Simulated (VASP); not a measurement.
# H in VASP: further runs, part 2 of 2

VASP 6.6.1. The steps go on from the part before.

### 5 Single point, PBEsol

Input file INCAR:

```
PREC     = Accurate       # precision mode
ENCUT    = 500            # plane-wave cutoff, eV
EDIFF    = 1E-6           # SCF threshold, eV
ISMEAR   = 0              # smearing method
SIGMA    = 0.02           # smearing width, eV
LREAL    = False          # projectors in reciprocal space
LASPH    = True           # aspherical terms in the spheres
NELM     = 120            # most SCF steps
ALGO     = Normal         # electronic algorithm
ISIF     = 2              # what is computed and relaxed
LWAVE    = False          # write WAVECAR
LCHARG   = False          # write CHGCAR
GGA      = PS             # functional
NBANDS   = 10             # bands
GGA_COMPAT= False
```

Input file KPOINTS:

```
Automatic mesh
0
Gamma
  6 6 4
```

Input file POSCAR:

```
H
1.0
    1.6658090373     -2.7469537335     -0.0052436491
    1.6113438920      2.7140848555      0.0007060932
   -0.0086892704      0.0068758389      6.2934434662
H
4
Direct
    0.5662535610      0.4206466936      0.9977276521
    0.4258355753      0.5462440783      0.0069937013
    0.4030250062      0.5602515494      0.5008543439
    0.5770581392      0.4048615582      0.5055121593
```

Potentials or basis: VASP PAW PBE potentials, release 64 (H).

Command:

```console
$ cat potpaw_PBE.64/H/POTCAR > POTCAR
$ mpirun -np 1 vasp_std > vasp.out
```

OUTCAR:

```text
PREC = Accurate
   ENCUT = 500
   EDIFF = 1E-6
   ISMEAR = 0
   LREAL = False
   LASPH = True
   NELM = 120
   ISIF = 2
   GGA = PS

 ion  position               nearest neighbor table
   1  0.566  0.421  0.998-   2 0.73
   2  0.426  0.546  0.007-   1 0.73
   3  0.403  0.560  0.501-
   4  0.577  0.405  0.506-

  LATTYP: Found a triclinic cell.
 ALAT       =     3.2125849496
 B/A-ratio  =     0.9825023687
 C/A-ratio  =     1.9589997835
[... 510 lines left out ...]

  FORCE on cell =-STRESS in cart. coord.  units (eV):
  Direction    XX          YY          ZZ          XY          YZ          ZX
  --------------------------------------------------------------------------------------
  -------------------------------------------------------------------------------------
  Total       -0.0182633     -2.0630278      0.0207915      0.0901438      0.1491603     -0.0067530
  in kB       -0.5196421    -58.6989255      0.5915777      2.5648433      4.2440282     -0.1921412
  external PRESSURE =     -19.5423299 kB  Pullay stress =       0.0000000 kB

 VOLUME and BASIS-vectors are now :
 -----------------------------------------------------------------------------
  energy-cutoff  :      500.00
  volume of cell :       56.31
      direct lattice vectors                 reciprocal lattice vectors
     1.665809037 -2.746953733 -0.005243649     0.303337511 -0.180090714  0.000615570
     1.611343892  2.714084855  0.000706093     0.307010522  0.186177051  0.000220479
    -0.008689270  0.006875839  6.293443466     0.000218293 -0.000170938  0.158896013

 POSITION                                       TOTAL-FORCE (eV/Angst)
 -----------------------------------------------------------------------------------
      1.61241     -0.40694      6.27647         0.045741     -1.052904     -0.088705
      1.58949      0.31285      0.04217        -0.045582      1.052669      0.089279
      1.56977      0.41692      3.15038         0.135078     -3.053483      0.095246
      1.60925     -0.48285      3.17867        -0.135237      3.053718     -0.095820
 -----------------------------------------------------------------------------------
    total drift:                                0.000109      0.000089     -0.000028

  FREE ENERGIE OF THE ION-ELECTRON SYSTEM (eV)
  ---------------------------------------------------
  free  energy   TOTEN  =       -12.7746981480 eV

  energy  without entropy=      -12.7746981480  energy(sigma->0) =      -12.77469815
```

OSZICAR:

```text
N       E                     dE             d eps       ncg     rms          rms(c)
DAV:   1    -0.566178516625E+01   -0.56618E+01   -0.14957E+03  1520   0.275E+02
DAV:   2    -0.134190303002E+02   -0.77572E+01   -0.76545E+01  1972   0.489E+01
DAV:   3    -0.136540738997E+02   -0.23504E+00   -0.23492E+00  1804   0.784E+00
DAV:   4    -0.136546699917E+02   -0.59609E-03   -0.59608E-03  1762   0.462E-01
DAV:   5    -0.136546719731E+02   -0.19814E-05   -0.19814E-05  1744   0.270E-02    0.544E+00
DAV:   6    -0.130424346825E+02    0.61224E+00   -0.30077E-01  1630   0.194E+00    0.297E+00
DAV:   7    -0.127641385012E+02    0.27830E+00   -0.58152E-01  1656   0.286E+00    0.319E-01
DAV:   8    -0.127752775734E+02   -0.11139E-01   -0.12591E-02  1570   0.468E-01    0.156E-01
DAV:   9    -0.127746367351E+02    0.64084E-03   -0.12214E-03  1774   0.150E-01    0.231E-02
DAV:  10    -0.127746945652E+02   -0.57830E-04   -0.13796E-04  1574   0.602E-02    0.174E-02
DAV:  11    -0.127746979669E+02   -0.34017E-05   -0.12627E-05  1718   0.185E-02    0.401E-03
DAV:  12    -0.127746981480E+02   -0.18112E-06   -0.20891E-06  1626   0.715E-03
   1 F= -.12774698E+02 E0= -.12774698E+02  d E =-.848238E-16
```

stdout:

```text
POSCAR found type information on POSCAR H
 POSCAR found :  1 types and       4 ions
 scaLAPACK will be used
 -----------------------------------------------------------------------------
|                                                                             |
|                                                                             |
|     You enforced a specific xc type in the INCAR file but a different       |
|     I HOPE YOU KNOW WHAT YOU ARE DOING!                                     |
|                                                                             |
 -----------------------------------------------------------------------------

 LDA part: xc-table for (Slater+PW92), standard interpolation
 POSCAR, INCAR and KPOINTS ok, starting setup
 FFT: planning ... GRIDC
 FFT: planning ... GRID_SOFT
 FFT: planning ... GRID
 WAVECAR not read
 entering main loop
```

Wall time 50 s (1 thread of AMD EPYC 7R13, shared host); peak memory 0.14 GiB.

What came out:

```yaml
Free_energy: -12.7747 eV
Pressure: -2.0 GPa
Largest_force: 3.058 eV/Å
Band_gap_on_the_k_mesh: 6.78 eV
```

Forces on the atoms (eV/Å):
```
H    0.046 -1.053 -0.089
H   -0.046  1.053  0.089
H    0.135 -3.053  0.095
H   -0.135  3.054 -0.096
```

Stress tensor (GPa, compression positive):
```
-0.05  0.26 -0.02
 0.26 -5.87  0.42
-0.02  0.42  0.06
```

Caveat: the PAW data sets were made with another functional, which shifts forces and pressure a little.

### 6 Summary

```csv
cell,k mesh,smearing,gap on the mesh (eV),pressure (GPa),largest force (eV/Å)
"a = 3.213, b = 3.156, c = 6.293 Å, angles 90.0, 90.2, 118.1°, 4 atoms",1 × 1 × 1,gaussian 0.02 eV,10.50,-15.4,3.54
"a = 3.213, b = 3.156, c = 6.293 Å, angles 90.0, 90.2, 118.1°, 4 atoms",4 × 4 × 2,gaussian 0.02 eV,6.78,-1.9,3.06
"a = 3.191, b = 3.191, c = 6.314 Å, angles 90.0, 90.0, 117.8°, 4 atoms",6 × 6 × 4,gaussian 0.1 eV,8.21,0.8,0.63
"a = 3.213, b = 3.156, c = 6.293 Å, angles 90.0, 90.2, 118.1°, 4 atoms",6 × 6 × 4,gaussian 0.02 eV,6.78,-2.0,3.06
```

Alike in all rows: task single point; level PBEsol; potentials or basis VASP PAW PBE potentials, release 64 (H); no spin polarisation; cutoff (eV) 500.

Caveats: some runs use coarse meshes; the PAW data sets were made with another functional, which shifts forces and pressure a little.

Total energies depend on the potentials used, so only differences within one code and one set of settings carry meaning.
